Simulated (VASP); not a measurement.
# SiC3 (P-6m2) in VASP: a series of runs, part 3 of 3

VASP 6.6.1.

### Step 5. Single point, PBE, collinear spin

This run uses another cell than the first one, of 8.92 Å³/atom.

Contents of INCAR:

```
SYSTEM = SiC3
PREC = Accurate
ENCUT = 520
EDIFF = 1E-7
ISMEAR = 0
SIGMA = 0.1
LREAL = .FALSE.
LASPH = .TRUE.
NELM = 150
ALGO = Normal
ISIF = 2
LWAVE = .FALSE.
LCHARG = .TRUE.
ISPIN = 2
MAGMOM = 0 1 1 1
LORBIT = 11
GGA = PE
LELF = .TRUE.
LVHAR = .TRUE.
NBANDS = 20
```

Contents of KPOINTS:

```
Automatic mesh
0
G
  6 6 4
  0 0 0
```

Contents of POSCAR:

```
SiC3
1.0
    2.5135713951      0.0000000000      0.0000000000
   -1.2567856975      2.1768166824      0.0000000000
    0.0000000000      0.0000000000      6.5242364222
Si C
1 3
Direct
    0.6666666667      0.3333333333      0.5000000000
    0.3333333333      0.6666666667      0.8684130907
    0.3333333333      0.6666666667      0.1315869093
    0.6666666667      0.3333333333      0.0000000000
```

Potentials or basis: VASP PAW PBE potentials, release 64 (Si, C).

Started as:

```console
$ cat potpaw_PBE.64/Si/POTCAR potpaw_PBE.64/C/POTCAR > POTCAR
$ mpirun -np 1 vasp_std > vasp.out
```

OUTCAR:

```text
SYSTEM = SiC3
   PREC = Accurate
   ENCUT = 520
   EDIFF = 1E-7
   ISMEAR = 0
   LREAL = .FALSE.
   LASPH = .TRUE.
   NELM = 150
   ISIF = 2
   ISPIN = 2
   LORBIT = 11
   GGA = PE

 ion  position               nearest neighbor table
   1  0.667  0.333  0.500-
   2  0.333  0.667  0.868-   4 1.69   4 1.69   4 1.69   3 1.72
   3  0.333  0.667  0.132-   4 1.69   4 1.69   4 1.69   2 1.72
   4  0.667  0.333  0.000-   2 1.69   3 1.69   2 1.69   3 1.69   2 1.69   3 1.69

  LATTYP: Found a hexagonal cell.
 ALAT       =     2.5135713951
 C/A-ratio  =     2.5956041809

  Lattice vectors:

 A1 = (   2.5135713951,   0.0000000000,   0.0000000000)
 A2 = (  -1.2567856975,   2.1768166824,   0.0000000000)
 A3 = (   0.0000000000,   0.0000000000,   6.5242364222)

Analysis of symmetry for initial positions (statically):
=====================================================================
 Subroutine PRICEL returns:
 Original cell was already a primitive cell.

 Routine SETGRP: Setting up the symmetry group for a
 hexagonal supercell.

 Subroutine GETGRP returns: Found 12 space group operations
 (whereof 12 operations were pure point group operations)
 out of a pool of 24 trial point group operations.

The static configuration has the point symmetry D_3h.

Analysis of symmetry for dynamics (positions and initial velocities):
=====================================================================
 Subroutine PRICEL returns:
 Original cell was already a primitive cell.

 Routine SETGRP: Setting up the symmetry group for a
 hexagonal supercell.

 Subroutine GETGRP returns: Found 12 space group operations
 (whereof 12 operations were pure point group operations)
 out of a pool of 24 trial point group operations.

The dynamic configuration has the point symmetry D_3h.

Analysis of structural, dynamic, and magnetic symmetry:
=====================================================================
 Subroutine PRICEL returns:
 Original cell was already a primitive cell.

 Routine SETGRP: Setting up the symmetry group for a
 hexagonal supercell.

 Subroutine GETGRP returns: Found 12 space group operations
 (whereof 12 operations were pure point group operations)
 out of a pool of 24 trial point group operations.

The overall configuration has the point symmetry D_3h.

 Subroutine INISYM returns: Found 12 space group operations
 (whereof 12 operations are pure point group operations),
 and found     1 'primitive' translations

----------------------------------------------------------------------------------------

                                     Primitive cell

  volume of cell :      35.6979

  direct lattice vectors                    reciprocal lattice vectors
     2.513571395  0.000000000  0.000000000     0.397840301  0.229693205  0.000000000
    -1.256785698  2.176816682  0.000000000     0.000000000  0.459386410  0.000000000
     0.000000000  0.000000000  6.524236422     0.000000000  0.000000000  0.153274642

  length of vectors
     2.513571395  2.513571395  6.524236422     0.459386410  0.459386410  0.153274642

  position of ions in fractional coordinates (direct lattice)
     0.666666667  0.333333333  0.500000000
     0.333333333  0.666666667  0.868413091
     0.333333333  0.666666667  0.131586909
     0.666666667  0.333333333  0.000000000
[... 75 lines left out ...]
   EDIFF  = 0.1E-06   stopping-criterion for ELM
   LREAL  =      F    real-space projection
   EDIFFG = 0.1E-05   stopping-criterion for IOM
   NSW    =      0    number of steps for IOM
   IBRION =     -1    ionic relax: 0-MD 1-quasi-New 2-CG
   NFREE  =      0    steps in history (QN), initial steepest desc. (CG)
   ISIF   =      2    stress and relaxation
   ISYM   =      2    0-nonsym 1-usesym 2-fastsym
   POTIM  = 0.5000    time-step for ionic-motion
   TEBEG  =    0.0;   TEEND  =   0.0 temperature during run
   PSTRESS=    0.0 pullay stress
   NELECT =      16.0000    total number of electrons
   NUPDOWN=      -1.0000    fix difference up-down
   EMIN   =  10.00;   EMAX   =-10.00  energy-range for DOS
   EFERMI =   0.00;   METHOD = LEGACY
   ISMEAR =     0;   SIGMA  =   0.10  broadening in eV -4-tet -1-fermi 0-gaus
   EFERMI_NEDOS =   21; number of points for ismear=-14 and -15
   IALGO  =     38    algorithm
   IMIX   =      4    mixing-type and parameters
     AMIX     =   0.40;   BMIX     =  1.00
     AMIX_MAG =   1.60;   BMIX_MAG =  1.00
  volume/ion in A,a.u.               =       8.92        60.23
  Fermi-wavevector in a.u.,A,eV,Ry     =   1.252854  2.367551 21.356302  1.569644
  Thomas-Fermi vector in A             =   2.386735
   LORBIT       =     11    0 simple, 1 ext, 2 COOP (PROOUT), +10 PAW based schemes
   GGA     = PE    functional components
   LHFCALC =     F    Hartree Fock is set to
   AEXX    =    0.0000 exact exchange contribution
   IVDW    =     0    specifies the selected vdW correction
   LEPSILON=     F    determine dielectric tensor
   LRPA    =     F    only Hartree local field effects (RPA)
 spin polarized calculation
 Gauss-broadening in eV      SIGMA  =   0.10
  energy-cutoff  :      520.00
  volume of cell :       35.70
 maximum number of plane-waves:       984
 NGX is ok and might be reduce to    20
   NGX =  9   NGY =  9   NGZ = 25

 number of electron      16.0000000 magnetization       0.0010251

 number of electron      16.0000000 magnetization      -0.0004136

 Free energy of the ion-electron system (eV)
  ---------------------------------------------------
  ext. energy  EPLUGINS =         0.00000000
  ---------------------------------------------------
  free energy    TOTEN  =       -24.34184242 eV

  energy without entropy =      -24.33482364  energy(sigma->0) =      -24.33833303

 E-fermi :   8.9966     XC(G=0): -11.7971

 val. band max:        8.5983288780   @ k =   0.3333   0.1667   0.5000
 cond. band min:       9.0118193680   @ k =   0.3333   0.0000   0.2500
 fundamental gap:      0.4134904900
 Fermi energy:         8.9966183288

 spin component 1

 k-point     1 :       0.0000    0.0000    0.0000
  band No.  band energies     occupation
      1     -13.5076      1.00000
      2      -4.9101      1.00000
      3      -4.2788      1.00000
      4       3.7565      1.00000
      5       4.7209      1.00000
      6       5.6709      1.00000
[... 459 lines left out ...]
      6       4.9284      1.00000
[... 12 lines left out ...]
     19      24.5437      0.00000
     20      24.7906      0.00000
 Fermi energy:         8.9966183288

 spin component 2

 k-point     1 :       0.0000    0.0000    0.0000
  band No.  band energies     occupation
      1     -13.5076      1.00000
      2      -4.9101      1.00000
      3      -4.2792      1.00000
      4       3.7565      1.00000
      5       4.7206      1.00000
      6       5.6708      1.00000
[... 472 lines left out ...]
     19      24.5434      0.00000
     20      24.7906      0.00000

------------------------ aborting loop because EDIFF is reached ----------------------------------------

  FORCE on cell =-STRESS in cart. coord.  units (eV):
  Direction    XX          YY          ZZ          XY          YZ          ZX
  --------------------------------------------------------------------------------------
  -------------------------------------------------------------------------------------
  Total        0.0459384      0.0459384      0.0396291      0.0000000      0.0000000      0.0000000
  in kB        2.0617864      2.0617864      1.7786151      0.0000000      0.0000000      0.0000000
  external PRESSURE =       1.9673960 kB  Pullay stress =       0.0000000 kB

 VOLUME and BASIS-vectors are now :
 -----------------------------------------------------------------------------
  energy-cutoff  :      520.00
  volume of cell :       35.70
      direct lattice vectors                 reciprocal lattice vectors
     2.513571395  0.000000000  0.000000000     0.397840301  0.229693205  0.000000000
    -1.256785698  2.176816682  0.000000000     0.000000000  0.459386410  0.000000000
     0.000000000  0.000000000  6.524236422     0.000000000  0.000000000  0.153274642

 POSITION                                       TOTAL-FORCE (eV/Angst)
 -----------------------------------------------------------------------------------
      1.25679      0.72561      3.26212         0.000000     -0.000000      0.000000
     -0.00000      1.45121      5.66573        -0.000000      0.000000     -0.038826
     -0.00000      1.45121      0.85850        -0.000000     -0.000000      0.038826
      1.25679      0.72561      0.00000        -0.000000     -0.000000      0.000000
 -----------------------------------------------------------------------------------
    total drift:                                0.000000     -0.000000      0.000000

  FREE ENERGIE OF THE ION-ELECTRON SYSTEM (eV)
  ---------------------------------------------------
  free  energy   TOTEN  =       -24.3418424206 eV

  energy  without entropy=      -24.3348236448  energy(sigma->0) =      -24.33833303

 total charge

# of ion       s       p       d       tot
------------------------------------------
    1        0.868   0.689   0.000   1.556
    2        0.946   1.351   0.000   2.297
    3        0.946   1.351   0.000   2.297
    4        0.795   1.567   0.000   2.362
--------------------------------------------------
tot          3.555   4.958   0.000   8.513

 magnetization (x)

# of ion       s       p       d       tot
------------------------------------------
    1       -0.000  -0.000   0.000  -0.000
    2        0.000   0.000   0.000   0.000
    3        0.000   0.000   0.000   0.000
    4       -0.000  -0.000   0.000  -0.000
--------------------------------------------------
tot         -0.000  -0.000   0.000  -0.000
```

stdout:

```text
POSCAR found type information on POSCAR SiC
 POSCAR found :  2 types and       4 ions
 scaLAPACK will be used
 LDA part: xc-table for (Slater+PW92), standard interpolation
 POSCAR, INCAR and KPOINTS ok, starting setup
 FFT: planning ... GRIDC
 FFT: planning ... GRID_SOFT
 FFT: planning ... GRID
 WAVECAR not read
 entering main loop
```

Wall time 52 s (1 thread of Intel Xeon 8259CL, shared host); peak memory 0.17 GiB.

Results:

| Quantity | Value |
| --- | --- |
| Free energy | -24.3418 eV |
| Pressure | 0.2 GPa |
| Largest force | 0.039 eV/Å |
| Band gap on the k mesh | zero (filled and empty bands overlap) |
| Net moment | 0.00 μB per cell |
| Valence electrons inside the program's atomic spheres | Si 1.56; C 2.30, 2.36 (each value once) |

Forces in eV/Å, atoms in the order of the input:
```
Si   0.000  0.000  0.000
C    0.000  0.000 -0.039
C    0.000  0.000  0.039
C    0.000  0.000  0.000
```

Levels at points of the mesh, in eV from the Fermi level:
Spin up:
```csv
k point,band 4,band 5,band 6,band 7,band 8,band 9,band 10,band 11,band 12,band 13
"(0.00, 0.00, 0.00)",-5.24,-4.28,-3.33,-3.33,3.79,3.79,4.47,4.73,4.73,4.86
"(0.50, 0.00, 0.00)",-6.68,-6.63,-6.48,-5.35,-1.49,1.69,1.78,2.48,3.98,6.10
"(0.00, 0.00, 0.50)",-8.17,-3.33,-3.33,0.61,0.93,3.78,3.78,4.74,4.74,4.99
"(0.50, 0.00, 0.50)",-7.34,-6.68,-4.77,-4.63,-3.64,0.92,1.75,2.98,5.14,6.94
```
Spin down:
```tsv
k point	band 6	band 7	band 8	band 9	band 10	band 11
(0.00, 0.00, 0.00)	-3.33	-3.33	3.79	3.79	4.47	4.73
(0.50, 0.00, 0.00)	-6.48	-5.35	-1.49	1.69	1.78	2.48
(0.00, 0.00, 0.50)	-3.33	0.61	0.93	3.78	3.78	4.74
(0.50, 0.00, 0.50)	-4.77	-4.63	-3.64	0.92	1.75	2.98
```

Caveat: the k points lie up to 0.48 Å⁻¹ apart, too coarse for converged energies and pressures of a metal.

### Step 6. Summary

```tsv
task	spin	cell	k mesh	cutoff (eV)	gap on the mesh (eV)	pressure (GPa)	moment (μB)	relaxed volume (Å³/atom)	largest force (eV/Å)
relaxation of cell and atoms	off	relaxed from a = 2.657, b = 2.657, c = 8.776 Å, angles 90.0, 90.0, 120.0°, 4 atoms, atomic positions A	6 × 6 × 2	600	none	0.0	-	7.57	0.04
relaxation of cell and atoms	off	relaxed from a = 2.517, b = 2.517, c = 6.556 Å, angles 90.0, 90.0, 120.0°, 4 atoms, atomic positions B	6 × 6 × 4	600	none	0.1	-	8.94	0.03
single point	collinear	a = 2.657, b = 2.657, c = 8.776 Å, angles 90.0, 90.0, 120.0°, 4 atoms, atomic positions A	6 × 6 × 2	520	none	-23.4	0.23	-	0.10
single point	collinear	a = 2.514, b = 2.514, c = 6.524 Å, angles 90.0, 90.0, 120.0°, 4 atoms, atomic positions C	6 × 6 × 4	520	none	0.2	0.00	-	0.04
```

Alike in all rows: level PBE; potentials or basis VASP PAW PBE potentials, release 64 (Si, C); smearing gaussian 0.1 eV.

Caveats: all runs use coarse meshes; the volume moved by over 15 % at a fixed basis, so the end points are rough (at least some runs); a moment this small can come from the mesh or the smearing (at least some runs).

Absolute energies hang on the potentials; compare differences alone.

The gap in the log of VASP goes by the Fermi energy; the results here count the filled bands.